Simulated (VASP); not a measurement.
A run of VASP 6.6.1:

File INCAR:

```
PREC = Accurate
ENCUT = 600
EDIFF = 1E-7
ISMEAR = 0
SIGMA = 0.1
LREAL = F
LASPH = T
NELM = 60
ALGO = Normal
ISIF = 3
LWAVE = F
LCHARG = F
GGA = PE
IBRION = 2
NSW = 100
EDIFFG = -0.01
```

File KPOINTS:

```
regular mesh
0
Gamma
  8 8 8
```

The input POSCAR:

```
Si4Ru
1.0
    4.6023015922      0.0000000000      0.0000000000
    0.0000000000      4.6023015922      0.0000000000
    0.0000000000      0.0000000000      4.6023015922
Si Ru
4 1
Direct
    0.0000000000      0.5000000000      0.5000000000
    0.5000000000      0.5000000000      0.0000000000
    0.5000000000      0.0000000000      0.5000000000
    0.0000000000      0.0000000000      0.0000000000
    0.5000000000      0.5000000000      0.5000000000
```

Potentials or basis: VASP PAW PBE potentials, release 64 (Si, Ru_pv).

Launch:

```bash
$ cat potpaw_PBE.64/Si/POTCAR potpaw_PBE.64/Ru_pv/POTCAR > POTCAR
$ mpirun -np 1 vasp_std > vasp.out
```

Hardware: 1 thread of Intel Xeon 8259CL, with other jobs on the host.

Task: Estimate the wall time of this run.

Result: It took 3 min on 1 thread of Intel Xeon 8259CL, on a shared host, peak memory 0.29 GiB. Counts: scf iterations 33, k points 35, ion steps 3.
